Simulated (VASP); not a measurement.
# LiH (R-3m) in VASP: a series of runs

Runs on LiH. Level: LDA. Tasks: electric field gradients.

Everything below comes from runs of VASP 6.6.1. Logs are shortened: lines on timing, memory, paths and dates and some standing lists are left out, and cuts for length are marked.

## (1) The cell of the first run

Symmetry: R-3m, No. 166, trigonal system. The conventional cell has a = 2.903 Å, b = 2.903 Å, c = 6.900 Å, α = 90.00°, β = 90.00°, γ = 120.00°. Within 2.7 Å of Li (site symmetry -3m) lie 6 H at 2.03 Å. H (site symmetry -3m) has 6 Li at 2.03 Å within 2.7 Å.

## (2) Electric field gradients, LDA (equal xy, yz and zx shear strains of -2 %)

INCAR reads:

```
PREC = Accurate ; ENCUT = 520
EDIFF = 1E-8 ; ISMEAR = -1
SIGMA = 0.03 ; LREAL = F
LASPH = T ; NELM = 100
ALGO = Normal ; ISIF = 2
LWAVE = F ; LCHARG = F
LEFG = T ; NBANDS = 9
```

KPOINTS reads:

```
Automatic mesh
0
Gamma
  11 11 11
```

POSCAR reads:

```
LiH
1.0
   -0.0406500000      2.0121750000      2.0121750000
    2.0121750000     -0.0406500000      2.0121750000
    2.0121750000      2.0121750000     -0.0406500000
Li H
1 1
Direct
    0.0000000000      0.0000000000      0.0000000000
    0.5000000000      0.5000000000      0.5000000000
```

Potentials or basis: VASP PAW LDA potentials, release 64 (Li_sv, H).

Launch:

```console
cat potpaw_LDA.64/Li_sv/POTCAR potpaw_LDA.64/H/POTCAR > POTCAR
mpirun -np 1 vasp_std > vasp.out
```

OUTCAR:

```text
PREC = Accurate
   ENCUT = 520
   EDIFF = 1E-8
   ISMEAR = -1
   LREAL = F
   LASPH = T
   NELM = 100
   ISIF = 2

 ion  position               nearest neighbor table
   1  0.000  0.000  0.000-
   2  0.500  0.500  0.500-

  LATTYP: Found a trigonal (rhomboedric) cell.
 ALAT       =     2.8459355024
 COS(alpha) =     0.4797000918

  Lattice vectors:

 A1 = (  -0.0406500000,   2.0121750000,   2.0121750000)
 A2 = (   2.0121750000,  -0.0406500000,   2.0121750000)
 A3 = (   2.0121750000,   2.0121750000,  -0.0406500000)

Analysis of symmetry for initial positions (statically):
=====================================================================
 Subroutine PRICEL returns:
 Original cell was already a primitive cell.

 Routine SETGRP: Setting up the symmetry group for a
 trigonal (rhombohedral) supercell.

 Subroutine GETGRP returns: Found 12 space group operations
 (whereof 12 operations were pure point group operations)
 out of a pool of 12 trial point group operations.

The static configuration has the point symmetry D_3d.

Analysis of symmetry for dynamics (positions and initial velocities):
=====================================================================
 Subroutine PRICEL returns:
 Original cell was already a primitive cell.

 Routine SETGRP: Setting up the symmetry group for a
 trigonal (rhombohedral) supercell.

 Subroutine GETGRP returns: Found 12 space group operations
 (whereof 12 operations were pure point group operations)
 out of a pool of 12 trial point group operations.

The dynamic configuration has the point symmetry D_3d.

 Subroutine INISYM returns: Found 12 space group operations
 (whereof 12 operations are pure point group operations),
 and found     1 'primitive' translations

----------------------------------------------------------------------------------------

                                     Primitive cell

  volume of cell :      16.7877

  direct lattice vectors                    reciprocal lattice vectors
    -0.040650000  2.012175000  2.012175000    -0.241081417  0.246052168  0.246052168
     2.012175000 -0.040650000  2.012175000     0.246052168 -0.241081417  0.246052168
     2.012175000  2.012175000 -0.040650000     0.246052168  0.246052168 -0.241081417

  length of vectors
     2.845935502  2.845935502  2.845935502     0.423324447  0.423324447  0.423324447

  position of ions in fractional coordinates (direct lattice)
     0.000000000  0.000000000  0.000000000
     0.500000000  0.500000000  0.500000000

  ion indices of the primitive-cell ions
   primitive index   ion index
                 1           1
                 2           2

----------------------------------------------------------------------------------------

 KPOINTS: Automatic mesh

Automatic generation of k-mesh.
 Grid dimensions read from file:
 generate k-points for:   11   11   11

 Generating k-lattice:

  Cartesian coordinates                     Fractional coordinates (reciprocal lattice)
    -0.021916492  0.022368379  0.022368379     0.090909091  0.000000000  0.000000000
     0.022368379 -0.021916492  0.022368379     0.000000000  0.090909091  0.000000000
     0.022368379  0.022368379 -0.021916492     0.000000000  0.000000000  0.090909091

  Length of vectors
     0.038484041  0.038484041  0.038484041

  Shift w.r.t. Gamma in fractional coordinates (k-lattice)
     0.000000000  0.000000000  0.000000000

 Subroutine IBZKPT returns following result:
 ===========================================

 Found    146 irreducible k-points:

 Following reciprocal coordinates:
            Coordinates               Weight
  0.000000  0.000000  0.000000      1.000000
  0.090909 -0.000000 -0.000000      6.000000
  0.181818  0.000000 -0.000000      6.000000
  0.272727  0.000000 -0.000000      6.000000
  0.363636 -0.000000 -0.000000      6.000000
  0.454545  0.000000  0.000000      6.000000
[... 16 lines left out ...]
 -0.272727  0.181818 -0.000000     12.000000
 -0.181818  0.181818  0.000000      6.000000
 [... further k-points ...]
   k-points           NKPTS =    146   k-points in BZ     NKDIM =    146   number of bands    NBANDS=      9
   number of dos      NEDOS =    301   number of ions     NIONS =      2
   total plane-waves  NPLWV =  13824
   dimension x,y,z NGX =    24 NGY =   24 NGZ =   24
   dimension x,y,z NGXF=    48 NGYF=   48 NGZF=   48
   ions per type =               1   1
   NGX,Y,Z   is equivalent  to a cutoff of  14.02, 14.02, 14.02 a.u.
   NGXF,Y,Z  is equivalent  to a cutoff of  28.04, 28.04, 28.04 a.u.
 SYSTEM =  unknown system
   PREC   = accura    normal or accurate (medium, high low for compatibility)
   ISTART =      0    job   : 0-new  1-cont  2-samecut
   ICHARG =      2    charge: 1-file 2-atom 10-const
   ISPIN  =      1    spin polarized calculation?
   LNONCOLLINEAR =      F non collinear calculations
   LSORBIT =      F    spin-orbit coupling
   LASPH  =      T    aspherical Exc in radial PAW
   ENCUT  =  520.0 eV  38.22 Ry    6.18 a.u.   5.29  5.29  5.29*2*pi/ulx,y,z
   NELM   =    100;   NELMIN=  2; NELMDL= -5     # of ELM steps
   EDIFF  = 0.1E-07   stopping-criterion for ELM
   LREAL  =      F    real-space projection
   EDIFFG = 0.1E-06   stopping-criterion for IOM
   NSW    =      0    number of steps for IOM
   IBRION =     -1    ionic relax: 0-MD 1-quasi-New 2-CG
   NFREE  =      0    steps in history (QN), initial steepest desc. (CG)
   ISIF   =      2    stress and relaxation
   ISYM   =      2    0-nonsym 1-usesym 2-fastsym
   POTIM  = 0.5000    time-step for ionic-motion
   TEBEG  =    0.0;   TEEND  =   0.0 temperature during run
   PSTRESS=    0.0 pullay stress
   NELECT =       4.0000    total number of electrons
   NUPDOWN=      -1.0000    fix difference up-down
   EMIN   =  10.00;   EMAX   =-10.00  energy-range for DOS
   EFERMI =   0.00;   METHOD = LEGACY
   ISMEAR =    -1;   SIGMA  =   0.03  broadening in eV -4-tet -1-fermi 0-gaus
   EFERMI_NEDOS =   21; number of points for ismear=-14 and -15
   IALGO  =     38    algorithm
   IMIX   =      4    mixing-type and parameters
     AMIX     =   0.40;   BMIX     =  1.00
     AMIX_MAG =   1.60;   BMIX_MAG =  1.00
  volume/ion in A,a.u.               =       8.39        56.64
  Fermi-wavevector in a.u.,A,eV,Ry     =   1.014919  1.917919 14.014822  1.030060
  Thomas-Fermi vector in A             =   2.148175
   LORBIT       =      0    0 simple, 1 ext, 2 COOP (PROOUT), +10 PAW based schemes
   GGA     = CA    functional components
   LHFCALC =     F    Hartree Fock is set to
   AEXX    =    0.0000 exact exchange contribution
   IVDW    =     0    specifies the selected vdW correction
   LEPSILON=     F    determine dielectric tensor
   LRPA    =     F    only Hartree local field effects (RPA)
 non-spin polarized calculation
  energy-cutoff  :      520.00
  volume of cell :       16.79
 maximum number of plane-waves:       483
 NGX is ok and might be reduce to    24
   NGX = 11   NGY = 11   NGZ = 11

 number of electron       3.9999999 magnetization

 Free energy of the ion-electron system (eV)
  ---------------------------------------------------
  ext. energy  EPLUGINS =         0.00000000
  ---------------------------------------------------
  free energy    TOTEN  =        -6.46932922 eV

  energy without entropy =       -6.46932922  energy(sigma->0) =       -6.46932922

 E-fermi :   0.6131     XC(G=0):  -8.6706

 val. band max:       -0.0242250132   @ k =  -0.4545  -0.4545   0.0909
 cond. band min:       2.7978379543   @ k =  -0.4545   0.4545   0.0000
 fundamental gap:      2.8220629675
 Fermi energy:         0.6130839811

 k-point     1 :       0.0000    0.0000    0.0000
  band No.  band energies     occupation
      1     -43.4961      2.00000
      2      -5.3918      2.00000
      3      15.5772      0.00000
      4      16.7282      0.00000
      5      16.7282      0.00000
      6      17.4984      0.00000
      7      21.4112      0.00000
      8      21.4112      0.00000
      9      22.5043      0.00000
[... 265 lines left out ...]
 k-point    24 :      -0.1818    0.1818    0.0000
  band No.  band energies     occupation
      1     -43.4675      2.00000
      2      -3.9420      2.00000
      3       9.6453      0.00000
      4       9.7568      0.00000
      5      15.6139      0.00000
      6      16.8842      0.00000
      7      20.8729      0.00000
      8      22.9918      0.00000
      9      24.3692      0.00000

 [... further k-points ...]

------------------------ aborting loop because EDIFF is reached ----------------------------------------

  FORCE on cell =-STRESS in cart. coord.  units (eV):
  Direction    XX          YY          ZZ          XY          YZ          ZX
  --------------------------------------------------------------------------------------
  -------------------------------------------------------------------------------------
  Total       -0.4284312     -0.4284312     -0.4284312      0.0915857      0.0915857      0.0915857
  in kB      -40.8885026    -40.8885026    -40.8885026      8.7407289      8.7407289      8.7407289
  external PRESSURE =     -40.8885026 kB  Pullay stress =       0.0000000 kB

 VOLUME and BASIS-vectors are now :
 -----------------------------------------------------------------------------
  energy-cutoff  :      520.00
  volume of cell :       16.79
      direct lattice vectors                 reciprocal lattice vectors
    -0.040650000  2.012175000  2.012175000    -0.241081417  0.246052168  0.246052168
     2.012175000 -0.040650000  2.012175000     0.246052168 -0.241081417  0.246052168
     2.012175000  2.012175000 -0.040650000     0.246052168  0.246052168 -0.241081417

 POSITION                                       TOTAL-FORCE (eV/Angst)
 -----------------------------------------------------------------------------------
      0.00000      0.00000      0.00000         0.000000      0.000000      0.000000
      1.99185      1.99185      1.99185         0.000000      0.000000     -0.000000
 -----------------------------------------------------------------------------------
    total drift:                                0.000000     -0.000000     -0.000000

  FREE ENERGIE OF THE ION-ELECTRON SYSTEM (eV)
  ---------------------------------------------------
  free  energy   TOTEN  =        -6.4693292166 eV

  energy  without entropy=       -6.4693292166  energy(sigma->0) =       -6.46932922

 Electric field gradients (V/A^2)
---------------------------------------------------------------------
 ion       V_xx      V_yy      V_zz      V_xy      V_xz      V_yz
---------------------------------------------------------------------
   1      -0.000    -0.000    -0.000     0.057     0.057     0.057
   2      -0.000     0.000    -0.000    -0.079    -0.079    -0.079
---------------------------------------------------------------------

 Electric field gradients after diagonalization (V/A^2)
 (convention: |V_zz| > |V_xx| > |V_yy|)
----------------------------------------------------------------------
 ion       V_xx      V_yy      V_zz     asymmetry (V_yy - V_xx)/ V_zz
----------------------------------------------------------------------
   1      -0.057    -0.057     0.114       0.000
   2       0.079     0.079    -0.157       0.000
----------------------------------------------------------------------

           NMR quadrupolar parameters

 Cq : quadrupolar parameter    Cq=e*Q*V_zz/h
 eta: asymmetry parameters     (V_yy - V_xx)/ V_zz
 Q  : nuclear electric quadrupole moment in mb (millibarn)
----------------------------------------------------------------------
 ion       Cq(MHz)       eta       Q (mb)
----------------------------------------------------------------------
   1       0.000       0.000       1.000
   2      -0.000       0.000       1.000
----------------------------------------------------------------------
```

Run time: 7.1 s. Hardware: 1 thread of Intel Xeon 6975P-C (Granite Rapids), shared host; peak memory 0.13 GiB.

Results:

* Free energy: -6.4693 eV
* Band gap on the k mesh: 2.82 eV, indirect (least direct gap 2.83 eV)

Levels at points of the mesh, in eV from the valence-band top:
```tsv
k point	band 1	band 2	band 3	band 4	band 5	band 6	band 7
(0.00, 0.00, 0.00)	-43.47	-5.37	15.60	16.75	16.75	17.52	21.44
```

Caveat: the cell differs from its parent crystal (equal xy, yz and zx shear strains of -2 %); the cutoff is under 1.25 times the usual one of these potentials, so pressure, stress and relaxed cells hold a basis-set (Pulay) error; without QUAD_EFG the Cq values of the log hold for a quadrupole moment of 1 mb, not for the nuclei.

## (3) Electric field gradients, LDA (equal xy, yz and zx shear strains of -2 %)

INCAR reads:

```
PREC = Accurate
ENCUT = 520
EDIFF = 1E-8
ISMEAR = -1
SIGMA = 0.03
LREAL = False
LASPH = True
NELM = 60
ALGO = Normal
ISIF = 2
LWAVE = False
LCHARG = False
GGA = CA
LEFG = True
NBANDS = 9
```

KPOINTS is that of step 2.

POSCAR is that of step 2.

Potentials or basis: VASP PAW LDA potentials, release 64 (Li_sv, H).

Launch:

```console
cat potpaw_LDA.64/Li_sv/POTCAR potpaw_LDA.64/H/POTCAR > POTCAR
mpirun -np 1 vasp_std > vasp.out
```

OUTCAR:

```text
PREC = Accurate
   ENCUT = 520
   EDIFF = 1E-8
   ISMEAR = -1
   LREAL = False
   LASPH = True
   NELM = 60
   ISIF = 2
   GGA = CA

 ion  position               nearest neighbor table
   1  0.000  0.000  0.000-
   2  0.500  0.500  0.500-

  LATTYP: Found a trigonal (rhomboedric) cell.
 ALAT       =     2.8459355024
 COS(alpha) =     0.4797000918

  Lattice vectors:

 A1 = (  -0.0406500000,   2.0121750000,   2.0121750000)
 A2 = (   2.0121750000,  -0.0406500000,   2.0121750000)
 A3 = (   2.0121750000,   2.0121750000,  -0.0406500000)

Analysis of symmetry for initial positions (statically):
=====================================================================
 Subroutine PRICEL returns:
 Original cell was already a primitive cell.

 Routine SETGRP: Setting up the symmetry group for a
 trigonal (rhombohedral) supercell.

 Subroutine GETGRP returns: Found 12 space group operations
 (whereof 12 operations were pure point group operations)
 out of a pool of 12 trial point group operations.

The static configuration has the point symmetry D_3d.

Analysis of symmetry for dynamics (positions and initial velocities):
=====================================================================
 Subroutine PRICEL returns:
 Original cell was already a primitive cell.

 Routine SETGRP: Setting up the symmetry group for a
 trigonal (rhombohedral) supercell.

 Subroutine GETGRP returns: Found 12 space group operations
 (whereof 12 operations were pure point group operations)
 out of a pool of 12 trial point group operations.

[... 165 lines left out ...]
      9      22.5043      0.00000
[... 265 lines left out ...]
 k-point    24 :      -0.1818    0.1818    0.0000
  band No.  band energies     occupation
      1     -43.4675      2.00000
      2      -3.9420      2.00000
      3       9.6453      0.00000
      4       9.7568      0.00000
      5      15.6139      0.00000
      6      16.8842      0.00000
      7      20.8729      0.00000
      8      22.9918      0.00000
      9      24.3692      0.00000

 [... further k-points ...]

------------------------ aborting loop because EDIFF is reached ----------------------------------------

  FORCE on cell =-STRESS in cart. coord.  units (eV):
  Direction    XX          YY          ZZ          XY          YZ          ZX
  --------------------------------------------------------------------------------------
  -------------------------------------------------------------------------------------
  Total       -0.4284312     -0.4284312     -0.4284312      0.0915857      0.0915857      0.0915857
  in kB      -40.8885026    -40.8885026    -40.8885026      8.7407289      8.7407289      8.7407289
  external PRESSURE =     -40.8885026 kB  Pullay stress =       0.0000000 kB

 VOLUME and BASIS-vectors are now :
 -----------------------------------------------------------------------------
  energy-cutoff  :      520.00
  volume of cell :       16.79
      direct lattice vectors                 reciprocal lattice vectors
    -0.040650000  2.012175000  2.012175000    -0.241081417  0.246052168  0.246052168
     2.012175000 -0.040650000  2.012175000     0.246052168 -0.241081417  0.246052168
     2.012175000  2.012175000 -0.040650000     0.246052168  0.246052168 -0.241081417

 POSITION                                       TOTAL-FORCE (eV/Angst)
 -----------------------------------------------------------------------------------
      0.00000      0.00000      0.00000         0.000000      0.000000      0.000000
      1.99185      1.99185      1.99185         0.000000      0.000000     -0.000000
 -----------------------------------------------------------------------------------
    total drift:                                0.000000     -0.000000     -0.000000

  FREE ENERGIE OF THE ION-ELECTRON SYSTEM (eV)
  ---------------------------------------------------
  free  energy   TOTEN  =        -6.4693292166 eV

  energy  without entropy=       -6.4693292166  energy(sigma->0) =       -6.46932922

 Electric field gradients (V/A^2)
---------------------------------------------------------------------
 ion       V_xx      V_yy      V_zz      V_xy      V_xz      V_yz
---------------------------------------------------------------------
   1      -0.000    -0.000    -0.000     0.057     0.057     0.057
   2      -0.000     0.000    -0.000    -0.079    -0.079    -0.079
---------------------------------------------------------------------

 Electric field gradients after diagonalization (V/A^2)
 (convention: |V_zz| > |V_xx| > |V_yy|)
----------------------------------------------------------------------
 ion       V_xx      V_yy      V_zz     asymmetry (V_yy - V_xx)/ V_zz
----------------------------------------------------------------------
   1      -0.057    -0.057     0.114       0.000
   2       0.079     0.079    -0.157       0.000
----------------------------------------------------------------------

           NMR quadrupolar parameters

 Cq : quadrupolar parameter    Cq=e*Q*V_zz/h
 eta: asymmetry parameters     (V_yy - V_xx)/ V_zz
 Q  : nuclear electric quadrupole moment in mb (millibarn)
----------------------------------------------------------------------
 ion       Cq(MHz)       eta       Q (mb)
----------------------------------------------------------------------
   1       0.000       0.000       1.000
   2      -0.000       0.000       1.000
----------------------------------------------------------------------
```

stdout:

```text
POSCAR found type information on POSCAR LiH
 POSCAR found :  2 types and       2 ions
 scaLAPACK will be used
 LDA part: xc-table for (Slater(with rela. corr.)+CA(PZ))
 , standard interpolation
 POSCAR, INCAR and KPOINTS ok, starting setup
 FFT: planning ... GRIDC
 FFT: planning ... GRID_SOFT
 FFT: planning ... GRID
 WAVECAR not read
 entering main loop
ion   1

ion   2
```

Run time: 6.8 s. Hardware: 1 thread of Intel Xeon 6975P-C (Granite Rapids), shared host; peak memory 0.13 GiB.

Results:

| Property | Result |
| --- | --- |
| Free energy | -6.4693 eV |
| Band gap on the k mesh | 2.82 eV, indirect (least direct gap 2.83 eV) |

Levels at points of the mesh, in eV from the valence-band top:
| k point | band 1 | band 2 | band 3 | band 4 | band 5 |
| --- | --- | --- | --- | --- | --- |
| (0.00, 0.00, 0.00) | -43.47 | -5.37 | 15.60 | 16.75 | 16.75 |

Caveat: the cell differs from its parent crystal (equal xy, yz and zx shear strains of -2 %); the cutoff is under 1.25 times the usual one of these potentials, so pressure, stress and relaxed cells hold a basis-set (Pulay) error; without QUAD_EFG the Cq values of the log hold for a quadrupole moment of 1 mb, not for the nuclei. A k mesh can miss the band edges.
